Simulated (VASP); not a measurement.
# TiAl (P-6m2) in VASP: notebook, part 2 of 2

VASP 6.6.1. The steps go on from the part before.

## 4. Single point, PBE

This run uses another cell than the first one, of 17.60 Å³/atom, 1.007 times its volume.

INCAR

```
SYSTEM = TiAl
PREC = Accurate
ENCUT = 520
EDIFF = 1E-6
ISMEAR = 0
SIGMA = 0.15
LREAL = .FALSE.
LASPH = .TRUE.
NELM = 100
ALGO = Normal
ISIF = 2
LWAVE = .FALSE.
LCHARG = .TRUE.
GGA = PE
LELF = .TRUE.
LVHAR = .TRUE.
NBANDS = 14
```

KPOINTS

```
regular mesh
0
G
  18 18 10
  0 0 0
```

POSCAR

```
TiAl
1.0
    2.8450000000      0.0000000000      0.0000000000
   -1.4225000000      2.4638422738      0.0000000000
    0.0000000000      0.0000000000      5.0203000000
Ti Al
1 1
Direct
    0.0000000000      0.0000000000      0.0000000000
    0.3333333333      0.6666666667      0.5000000000
```

Potentials or basis: VASP PAW PBE potentials, release 64 (Ti_sv, Al).

Launch:

```console
cat potpaw_PBE.64/Ti_sv/POTCAR potpaw_PBE.64/Al/POTCAR > POTCAR
mpirun -np 1 vasp_std > vasp.out
```

OUTCAR:

```text
SYSTEM = TiAl
   PREC = Accurate
   ENCUT = 520
   EDIFF = 1E-6
   ISMEAR = 0
   LREAL = .FALSE.
   LASPH = .TRUE.
   NELM = 100
   ISIF = 2
   GGA = PE

 ion  position               nearest neighbor table
   1  0.000  0.000  0.000-   2 3.00   2 3.00   2 3.00   2 3.00   2 3.00   2 3.00
   2  0.333  0.667  0.500-   1 3.00   1 3.00   1 3.00   1 3.00   1 3.00   1 3.00

  LATTYP: Found a hexagonal cell.
 ALAT       =     2.8450000000
 C/A-ratio  =     1.7646045694

  Lattice vectors:

 A1 = (   2.8450000000,   0.0000000000,   0.0000000000)
 A2 = (  -1.4225000000,   2.4638422738,   0.0000000000)
 A3 = (   0.0000000000,   0.0000000000,   5.0203000000)

Analysis of symmetry for initial positions (statically):
=====================================================================
 Subroutine PRICEL returns:
 Original cell was already a primitive cell.

 Routine SETGRP: Setting up the symmetry group for a
 hexagonal supercell.

 Subroutine GETGRP returns: Found 12 space group operations
 (whereof 12 operations were pure point group operations)
 out of a pool of 24 trial point group operations.

The static configuration has the point symmetry D_3h.

[... 168 lines left out ...]
 k-point     1 :       0.0000    0.0000    0.0000
  band No.  band energies     occupation
      1     -49.2681      2.00000
      2     -25.5909      2.00000
      3     -25.1328      2.00000
      4     -25.1328      2.00000
      5      -1.4648      2.00000
      6       4.7788      2.00000
      7       5.0234      2.00000
      8       8.6210      0.00000
      9       8.6210      0.00000
     10      10.1528      0.00000
     11      10.1635      0.00000
     12      10.1635      0.00000
     13      20.6183      0.00000
     14      20.6183      0.00000
[... 377 lines left out ...]
      1     -49.1653      2.00000
      2     -25.7032      2.00000
      3     -25.4935      2.00000
      4     -25.3139      2.00000
      5       3.3521      2.00000
      6       5.6451      2.00000
      7       6.0273      2.00000
      8       6.5889      2.00000
      9       9.0087      0.00000
     10      10.1765      0.00000
     11      10.9546      0.00000
     12      11.5325      0.00000
     13      12.6300      0.00000
     14      13.5769      0.00000

 [... further k-points ...]
[... 5 lines left out ...]
  --------------------------------------------------------------------------------------
  -------------------------------------------------------------------------------------
  Total       -0.1771346     -0.1771346     -3.0247112      0.0000000      0.0000000     -0.0000000
  in kB       -8.0647175     -8.0647175   -137.7113239      0.0000000      0.0000000     -0.0000000
  external PRESSURE =     -51.2802530 kB  Pullay stress =       0.0000000 kB

 VOLUME and BASIS-vectors are now :
 -----------------------------------------------------------------------------
  energy-cutoff  :      520.00
  volume of cell :       35.19
      direct lattice vectors                 reciprocal lattice vectors
     2.845000000  0.000000000  0.000000000     0.351493849  0.202935068  0.000000000
    -1.422500000  2.463842274  0.000000000     0.000000000  0.405870137  0.000000000
     0.000000000  0.000000000  5.020300000     0.000000000  0.000000000  0.199191283

 POSITION                                       TOTAL-FORCE (eV/Angst)
 -----------------------------------------------------------------------------------
      0.00000      0.00000      0.00000        -0.000000      0.000000      0.000000
     -0.00000      1.64256      2.51015         0.000000     -0.000000      0.000000
 -----------------------------------------------------------------------------------
    total drift:                                0.000000     -0.000000      0.000000

  FREE ENERGIE OF THE ION-ELECTRON SYSTEM (eV)
  ---------------------------------------------------
  free  energy   TOTEN  =       -11.9819378483 eV

  energy  without entropy=      -11.9584603018  energy(sigma->0) =      -11.97019908
```

Run time: 61 s. Hardware: 1 thread of AMD EPYC 9R45 (Zen 5), shared host; peak memory 0.21 GiB.

What came out:

```
Free energy : -11.9819 eV
Pressure    : -5.1 GPa
```

Stress tensor (GPa, compression positive):
```
 -0.81   0.00   0.00
  0.00  -0.81   0.00
  0.00   0.00 -13.77
```

Levels at points of the mesh, in eV from the Fermi level:
```csv
k point,band 4,band 5,band 6,band 7,band 8,band 9,band 10,band 11
"(0.00, 0.00, 0.00)",-32.54,-8.87,-2.62,-2.38,1.22,1.22,2.75,2.76
"(0.50, 0.00, 0.00)",-32.68,-3.49,-2.68,-1.49,-1.11,2.13,3.50,3.69
"(0.00, 0.00, 0.50)",-32.54,-8.22,-5.31,-0.83,1.22,1.22,2.73,2.73
"(0.50, 0.00, 0.50)",-32.68,-3.42,-2.48,-1.81,0.55,0.84,2.02,2.12
```

## 5. Summary

```tsv
cell	gap on the mesh (eV)	pressure (GPa)
a = 2.917, b = 2.917, c = 4.741 Å, angles 90.0, 90.0, 120.0°, 2 atoms	none	-4.4
a = 2.953, b = 2.953, c = 4.648 Å, angles 90.0, 90.0, 120.0°, 2 atoms	none	-4.5
a = 2.845, b = 2.845, c = 5.020 Å, angles 90.0, 90.0, 120.0°, 2 atoms	none	-5.1
```

Alike in all rows: task single point; level PBE; potentials or basis VASP PAW PBE potentials, release 64 (Ti_sv, Al); no spin polarisation; k mesh 18 × 18 × 10; cutoff (eV) 520; smearing gaussian 0.15 eV.

Total energies depend on the potentials used, so only differences within one code and one set of settings carry meaning.
